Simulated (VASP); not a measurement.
Ti2C: electric field gradients with LDA

Ti2C:

```
Ti C
1.0
     1.44466    0.83407    4.38007
    -1.44466    0.83407    4.38007
     0.00000   -1.66815    4.38007
Ti C
2 1
Direct
  0.25204 0.25204 0.25204
  0.74796 0.74796 0.74796
  0.50000 0.50000 0.50000
```

```json
{"Program": "VASP 6.6.1", "Task": "electric field gradients", "Functional": "LDA", "Potentials or basis": "VASP PAW LDA potentials, release 64 (Ti_sv, C)", "Cutoff": "520 eV", "k mesh": "14 × 14 × 14", "Occupations": "fermi-dirac, width 0.05 eV", "Spin": "no spin polarisation", "Dipole correction": "no", "Further INCAR settings": "ALGO = Normal; EDIFF = 1e-08; NBANDS = 21"}
```

- Pressure: 37.3 GPa
- Largest force: 0.069 eV/Å
- Band gap on the k mesh: zero (bands 14 and 15 overlap by 0.96 eV)
- Largest electric field gradient by atom: Ti +12.2; C +8.5 V/Å²

Forces on the atoms (eV/Å):
```
Ti   0.000  0.000  0.069
Ti   0.000  0.000 -0.069
C    0.000  0.000  0.000
```

Stress tensor (GPa, compression positive):
```
37.35  0.00  0.00
 0.00 37.35  0.00
 0.00  0.00 37.18
```

Levels at points of the mesh, in eV from the Fermi level:
```tsv
k point	band 10	band 11	band 12	band 13	band 14	band 15	band 16	band 17	band 18	band 19
(0.00, 0.00, 0.00)	-5.45	-2.72	-2.72	-1.25	0.44	0.44	1.39	2.56	2.56	3.97
(0.50, 0.00, 0.00)	-4.91	-3.59	-2.42	-1.48	-1.19	0.55	1.82	2.91	3.89	3.93
(0.50, 0.50, 0.00)	-5.60	-3.07	-2.82	-2.27	-0.96	1.60	3.12	3.77	4.06	4.49
(0.50, 0.50, 0.50)	-6.13	-2.36	-2.36	-0.48	0.00	0.97	0.97	2.08	2.08	2.45
```

Electric field gradients, principal values (V/Å²):
| atom | least | middle | greatest (by size) |
| --- | --- | --- | --- |
| 1 Ti | -6.095 | -6.095 | 12.189 |
| 2 Ti | -6.095 | -6.095 | 12.189 |
| 3 C | -4.247 | -4.247 | 8.494 |

Wall time 2.5 min on 1 thread of Intel(R) Xeon(R) 6975P-C (Granite Rapids) (shared host), peak memory 0.3 GiB.

Caveat: the cell stands under pressure; without QUAD_EFG the Cq values of the log hold for a quadrupole moment of 1 mb, not for the nuclei.
